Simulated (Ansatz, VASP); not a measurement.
**One calculation of NaTiO2, two programs**

```
Na Ti O
1.0
     1.42715    0.82396    5.11434
    -1.42715    0.82396    5.11434
     0.00000   -1.64793    5.11434
Na Ti O
1 1 2
Cartesian
  0.0000 0.0000 0.0000
  0.0000 0.0000 7.6715
  0.0000 0.0000 11.7191
  0.0000 0.0000 3.6240
```

Change from the starting cell: volume scaled by 0.85, LAPW.

Alike in both runs: task single point; functional LDA; k mesh 10 × 10 × 10; occupations fermi-dirac, width 0.03 eV; collinear spin.

|  | VASP | Ansatz |
| --- | --- | --- |
| version | VASP 6.6.1 | Ansatz 0.2.0 |
| potentials or method | VASP PAW LDA potentials, release 64 (Na_pv, Ti_sv, O), cutoff 520 eV | all-electron LAPW, scalar-relativistic |

Ansatz gave:

```
pressure (GPa)                                                : 24.6
traceless stress, the component that is largest in VASP (GPa) : 4.38
rms of the force components (eV/Å)                            : 0.679
net moment per atom (μB)                                      : 0.00
```

Which values does VASP return?

Pressure (GPa): 25.6; traceless stress, the component that is largest in VASP (GPa): 4.25; rms of the force components (eV/Å): 0.704; net moment per atom (μB): 0.00.

LDA's correlation is that of Perdew and Zunger in VASP and of Perdew and Wang (1992) in Ansatz. Atom by atom the forces differ by 0.025 eV/Å (rms over components). Ansatz ran all-electron here, and VASP with PAW potentials. Ansatz's warnings: seeded moment not kept.
